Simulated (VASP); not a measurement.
# Al3O in VASP: single point with PBEsol

Aim: the single point of Al3O with PBEsol.

Program: VASP 6.6.1. These are calculated values, not measurements. Logs are shortened: lines on timing, memory, paths and dates and some standing lists are left out, and cuts for length are marked.

### 1 The cell of the first run

The cell holds a slab with vacuum, 4 atoms: a = 2.839 Å, b = 2.839 Å, c = 19.641 Å, α = 90.00°, β = 90.00°, γ = 90.00°.

### 2 Single point, PBEsol

INCAR

```
SYSTEM = Al3O
PREC = Accurate ; ENCUT = 520
EDIFF = 1E-6 ; ISMEAR = 0
SIGMA = 0.1 ; LREAL = .FALSE.
LASPH = .TRUE. ; NELM = 60
ALGO = Normal ; ISIF = 2
LWAVE = .FALSE. ; LCHARG = .FALSE.
LDIPOL = .TRUE. ; IDIPOL = 3
DIPOL = 0.5 0.5 0.347 ; GGA = PS
NBANDS = 16
```

KPOINTS

```
regular mesh
0
G
  9 9 1
  0 0 0
```

POSCAR

```
Al3O
1.0
    2.8394270062      0.0000000000      0.0000000000
    0.0000000000      2.8394270062      0.0000000000
    0.0000000000      0.0000000000     19.6413451717
Al O
3 1
Direct
    0.5000000000      0.5000000000      0.2036520394
    0.0000000000      0.0000000000      0.3090064802
    0.5000000000      0.5000000000      0.4145003868
    0.5000000000      1.0000000000      0.4605244649
```

Potentials or basis: VASP PAW PBE potentials, release 64 (Al, O).

Run with:

```console
$ cat potpaw_PBE.64/Al/POTCAR potpaw_PBE.64/O/POTCAR > POTCAR
$ mpirun -np 1 vasp_std > vasp.out
```

OUTCAR:

```text
SYSTEM = Al3O
   PREC = Accurate
   ENCUT = 520
   EDIFF = 1E-6
   ISMEAR = 0
   LREAL = .FALSE.
   LASPH = .TRUE.
   NELM = 60
   ISIF = 2
   GGA = PS

 ion  position               nearest neighbor table
   1  0.500  0.500  0.204-   2 2.88   2 2.88   2 2.88   2 2.88
   2  0.000  0.000  0.309-   1 2.88   1 2.88   1 2.88   1 2.88   3 2.89   3 2.89   3 2.89   3 2.89

   3  0.500  0.500  0.415-   4 1.68   4 1.68   2 2.89   2 2.89   2 2.89   2 2.89
   4  0.500  0.000  0.461-   3 1.68   3 1.68

  LATTYP: Found a simple tetragonal cell.
 ALAT       =     2.8394270062
 C/A-ratio  =     6.9173622456

  Lattice vectors:

 A1 = (   2.8394270062,   0.0000000000,   0.0000000000)
 A2 = (   0.0000000000,   2.8394270062,   0.0000000000)
 A3 = (   0.0000000000,   0.0000000000,  19.6413451717)

Analysis of symmetry for initial positions (statically):
=====================================================================
 Subroutine PRICEL returns:
 Original cell was already a primitive cell.

 Routine SETGRP: Setting up the symmetry group for a
 simple tetragonal supercell.

 Subroutine GETGRP returns: Found  4 space group operations
 (whereof  4 operations were pure point group operations)
 out of a pool of 16 trial point group operations.

The static configuration has the point symmetry C_2v.

Analysis of symmetry for dynamics (positions and initial velocities):
=====================================================================
 Subroutine PRICEL returns:
 Original cell was already a primitive cell.

 Routine SETGRP: Setting up the symmetry group for a
 simple tetragonal supercell.

 Subroutine GETGRP returns: Found  4 space group operations
 (whereof  4 operations were pure point group operations)
 out of a pool of 16 trial point group operations.

The dynamic configuration has the point symmetry C_2v.

 Subroutine INISYM returns: Found  4 space group operations
 (whereof  4 operations are pure point group operations),
 and found     1 'primitive' translations

----------------------------------------------------------------------------------------

                                     Primitive cell

  volume of cell :     158.3553

  direct lattice vectors                    reciprocal lattice vectors
     2.839427006  0.000000000  0.000000000     0.352183732  0.000000000  0.000000000
     0.000000000  2.839427006  0.000000000     0.000000000  0.352183732  0.000000000
     0.000000000  0.000000000 19.641345172     0.000000000  0.000000000  0.050913010

  length of vectors
     2.839427006  2.839427006 19.641345172     0.352183732  0.352183732  0.050913010

  position of ions in fractional coordinates (direct lattice)
     0.500000000  0.500000000  0.203652039
     0.000000000  0.000000000  0.309006480
     0.500000000  0.500000000  0.414500387
     0.500000000  0.000000000  0.460524465

  ion indices of the primitive-cell ions
   primitive index   ion index
                 1           1
                 2           2
                 3           3
                 4           4

----------------------------------------------------------------------------------------

 KPOINTS: regular mesh

Automatic generation of k-mesh.
 Grid dimensions read from file:
 generate k-points for:    9    9    1

 Generating k-lattice:

  Cartesian coordinates                     Fractional coordinates (reciprocal lattice)
     0.039131526  0.000000000  0.000000000     0.111111111  0.000000000  0.000000000
     0.000000000  0.039131526  0.000000000     0.000000000  0.111111111  0.000000000
     0.000000000  0.000000000  0.050913010     0.000000000  0.000000000  1.000000000

  Length of vectors
     0.039131526  0.039131526  0.050913010

  Shift w.r.t. Gamma in fractional coordinates (k-lattice)
     0.000000000  0.000000000  0.000000000

 Subroutine IBZKPT returns following result:
 ===========================================

 Found     25 irreducible k-points:

 Following reciprocal coordinates:
            Coordinates               Weight
  0.000000  0.000000  0.000000      1.000000
  0.111111  0.000000  0.000000      2.000000
  0.000000  0.111111  0.000000      2.000000
  0.222222  0.000000  0.000000      2.000000
  0.000000  0.222222  0.000000      2.000000
  0.333333  0.000000  0.000000      2.000000
[... 16 lines left out ...]
  0.444444  0.333333  0.000000      4.000000
 -0.333333  0.444444  0.000000      4.000000
   k-points           NKPTS =     25   k-points in BZ     NKDIM =     25   number of bands    NBANDS=     16
   number of dos      NEDOS =    301   number of ions     NIONS =      4
   total plane-waves  NPLWV =  86400
   dimension x,y,z NGX =    24 NGY =   24 NGZ =  150
   dimension x,y,z NGXF=    48 NGYF=   48 NGZF=  300
   ions per type =               3   1
   NGX,Y,Z   is equivalent  to a cutoff of  14.05, 14.05, 12.70 a.u.
   NGXF,Y,Z  is equivalent  to a cutoff of  28.10, 28.10, 25.39 a.u.
 SYSTEM =  Al3O
   PREC   = accura    normal or accurate (medium, high low for compatibility)
   ISTART =      0    job   : 0-new  1-cont  2-samecut
   ICHARG =      2    charge: 1-file 2-atom 10-const
   ISPIN  =      1    spin polarized calculation?
   LNONCOLLINEAR =      F non collinear calculations
   LSORBIT =      F    spin-orbit coupling
   LASPH  =      T    aspherical Exc in radial PAW
   ENCUT  =  520.0 eV  38.22 Ry    6.18 a.u.   5.28  5.28 36.52*2*pi/ulx,y,z
   NELM   =     60;   NELMIN=  2; NELMDL= -5     # of ELM steps
   EDIFF  = 0.1E-05   stopping-criterion for ELM
   LREAL  =      F    real-space projection
[... 7 lines left out ...]
   TEBEG  =    0.0;   TEEND  =   0.0 temperature during run
   PSTRESS=    0.0 pullay stress
   NELECT =      15.0000    total number of electrons
   NUPDOWN=      -1.0000    fix difference up-down
   EMIN   =  10.00;   EMAX   =-10.00  energy-range for DOS
   EFERMI =   0.00;   METHOD = LEGACY
   ISMEAR =     0;   SIGMA  =   0.10  broadening in eV -4-tet -1-fermi 0-gaus
   EFERMI_NEDOS =   21; number of points for ismear=-14 and -15
   IALGO  =     38    algorithm
   IMIX   =      4    mixing-type and parameters
     AMIX     =   0.40;   BMIX     =  1.00
     AMIX_MAG =   1.60;   BMIX_MAG =  1.00
  volume/ion in A,a.u.               =      39.59       267.16
  Fermi-wavevector in a.u.,A,eV,Ry     =   0.746267  1.410241  7.577285  0.556915
  Thomas-Fermi vector in A             =   1.842049
   LORBIT       =      0    0 simple, 1 ext, 2 COOP (PROOUT), +10 PAW based schemes
   GGA     = PS    functional components
   LHFCALC =     F    Hartree Fock is set to
   AEXX    =    0.0000 exact exchange contribution
   IVDW    =     0    specifies the selected vdW correction
   LEPSILON=     F    determine dielectric tensor
   LRPA    =     F    only Hartree local field effects (RPA)
 non-spin polarized calculation
 Gauss-broadening in eV      SIGMA  =   0.10
  energy-cutoff  :      520.00
  volume of cell :      158.36
 maximum number of plane-waves:      4292
 NGX is ok and might be reduce to    24
   NGX = 11   NGY = 11   NGZ = 73

 number of electron      15.0000005 magnetization

 dipolmoment           0.000000      0.000000      0.134537 electrons x Angstroem

 Free energy of the ion-electron system (eV)
  ---------------------------------------------------
  ext. energy  EPLUGINS =         0.00000000
  ---------------------------------------------------
  free energy    TOTEN  =       -19.96431928 eV

  energy without entropy =      -19.95879688  energy(sigma->0) =      -19.96155808

 E-fermi :  -1.3118     XC(G=0):  -4.4555

 val. band max:       -1.3435356199   @ k =   0.3333   0.2222   0.0000
 cond. band min:      -1.3008751582   @ k =  -0.2222   0.3333   0.0000
 fundamental gap:      0.0426604617
 Fermi energy:        -1.3118477233

 k-point     1 :       0.0000    0.0000    0.0000
  band No.  band energies     occupation
      1     -19.9947      2.00000
      2     -11.4558      2.00000
      3      -8.8367      2.00000
      4      -5.5168      2.00000
      5      -4.8427      2.00000
      6      -3.3484      2.00000
[... 8 lines left out ...]
     15       6.1282      0.00000
     16       7.1696      0.00000

 k-point     2 :       0.1111    0.0000    0.0000
  band No.  band energies     occupation
      1     -19.9361      2.00000
      2     -11.2362      2.00000
      3      -8.6402      2.00000
      4      -5.3660      2.00000
      5      -4.8101      2.00000
      6      -3.6788      2.00000
[... 8 lines left out ...]
     15       6.3230      0.00000
     16       7.0420      0.00000

 k-point     3 :       0.0000    0.1111    0.0000
  band No.  band energies     occupation
      1     -19.9217      2.00000
      2     -11.2369      2.00000
      3      -8.6430      2.00000
      4      -5.4093      2.00000
      5      -5.2613      2.00000
      6      -3.1672      2.00000
[... 8 lines left out ...]
     15       6.3736      0.00000
     16       6.9382      0.00000

 k-point     4 :       0.2222    0.0000    0.0000
  band No.  band energies     occupation
      1     -19.7831      2.00000
      2     -10.5817      2.00000
      3      -8.0704      2.00000
      4      -4.9770      2.00000
      5      -4.7263      2.00000
      6      -4.6403      2.00000
[... 8 lines left out ...]
     15       6.3437      0.00000
     16       7.0194      0.00000

 k-point     5 :       0.0000    0.2222    0.0000
  band No.  band energies     occupation
      1     -19.7295      2.00000
      2     -10.5858      2.00000
      3      -8.1042      2.00000
      4      -6.2422      2.00000
      5      -4.9075      2.00000
      6      -2.7525      2.00000
[... 8 lines left out ...]
     15       6.3144      0.00000
     16       7.1852      0.00000

 k-point     6 :       0.3333    0.0000    0.0000
  band No.  band energies     occupation
      1     -19.5994      2.00000
      2      -9.5095      2.00000
      3      -7.2416      2.00000
      4      -5.5832      2.00000
      5      -4.6284      2.00000
      6      -4.4029      2.00000
[... 8 lines left out ...]
     15       7.3207      0.00000
     16       7.4965      0.00000
[... 267 lines left out ...]
 k-point    21 :      -0.2222    0.4444    0.0000
  band No.  band energies     occupation
      1     -19.1672      2.00000
      2      -7.8740      2.00000
      3      -6.9058      2.00000
      4      -5.3803      2.00000
      5      -4.7535      2.00000
      6      -3.6873      2.00000
[... 8 lines left out ...]
     15       6.0766      0.00000
     16       7.3501      0.00000

 k-point    22 :       0.3333    0.3333    0.0000
  band No.  band energies     occupation
      1     -19.1650      2.00000
      2      -7.6763      2.00000
      3      -6.6767      2.00000
      4      -5.4654      2.00000
      5      -4.6388      2.00000
      6      -3.4540      2.00000
[... 8 lines left out ...]
     15       5.7264      0.00000
     16       6.1530      0.00000

 k-point    23 :       0.4444    0.3333    0.0000
  band No.  band energies     occupation
      1     -19.0610      2.00000
      2      -6.6274      2.00000
      3      -6.1102      2.00000
      4      -5.4254      2.00000
      5      -4.6210      2.00000
      6      -3.7477      2.00000
[... 8 lines left out ...]
     15       5.2450      0.00000
     16       6.5005      0.00000

 k-point    24 :      -0.3333    0.4444    0.0000
  band No.  band energies     occupation
      1     -19.0255      2.00000
      2      -7.3451      2.00000
      3      -6.0122      2.00000
      4      -4.7993      2.00000
      5      -4.3621      2.00000
      6      -3.8764      2.00000
[... 8 lines left out ...]
     15       4.6162      0.00000
     16       7.0267      0.00000

 [... further k-points ...]

------------------------ aborting loop because EDIFF is reached ----------------------------------------

 vacuum level on the upper side and lower side of the slab       (xc-potential included)         1.459        -1.480

  FORCE on cell =-STRESS in cart. coord.  units (eV):
  Direction    XX          YY          ZZ          XY          YZ          ZX
  --------------------------------------------------------------------------------------
  -------------------------------------------------------------------------------------
  Total        1.2580934      1.4391785      1.0053015      0.0000000      0.0000000      0.0000000
  in kB       12.7288981     14.5610470     10.1712490      0.0000000      0.0000000      0.0000000
  external PRESSURE =      12.4870647 kB  Pullay stress =       0.0000000 kB

 VOLUME and BASIS-vectors are now :
 -----------------------------------------------------------------------------
  energy-cutoff  :      520.00
  volume of cell :      158.36
      direct lattice vectors                 reciprocal lattice vectors
     2.839427006  0.000000000  0.000000000     0.352183732  0.000000000  0.000000000
     0.000000000  2.839427006  0.000000000     0.000000000  0.352183732  0.000000000
     0.000000000  0.000000000 19.641345172     0.000000000  0.000000000  0.050913010

 POSITION                                       TOTAL-FORCE (eV/Angst)
 -----------------------------------------------------------------------------------
      1.41971      1.41971      4.00000         0.000000      0.000000     -0.124186
      0.00000      0.00000      6.06930         0.000000      0.000000     -0.213043
      1.41971      1.41971      8.14135         0.000000      0.000000      0.265037
      1.41971      0.00000      9.04532         0.000000      0.000000      0.072192
 -----------------------------------------------------------------------------------
    total drift:                                0.000000     -0.000000     -0.000159

  FREE ENERGIE OF THE ION-ELECTRON SYSTEM (eV)
  ---------------------------------------------------
  free  energy   TOTEN  =       -19.9643192792 eV

  energy  without entropy=      -19.9587968763  energy(sigma->0) =      -19.96155808

 vacuum level on the upper side and lower side of the slab         6.086         3.064
```

Run time: 3.9 min. Hardware: 1 thread of AMD EPYC 7R13, shared host; peak memory 0.26 GiB.

Results:

```yaml
Free_energy: -19.9643 eV
Largest_force: 0.265 eV/Å
```

Forces in eV/Å, atoms in the order of the input:
```
Al   0.000  0.000 -0.124
Al   0.000  0.000 -0.213
Al   0.000  0.000  0.265
O    0.000  0.000  0.072
```

Levels at points of the mesh, in eV from the Fermi level:
```
           k point  band 4  band 5  band 6  band 7  band 8  band 9  band 10  band 11
(0.00, 0.00, 0.00)   -4.20   -3.53   -2.04   -1.58    1.35    3.79     5.18     6.45
```

Caveat: the PAW data sets were made with another functional, which shifts forces and pressure a little; an odd number of electrons without spin polarisation forces a metal; a magnetic or distorted state may lie lower.
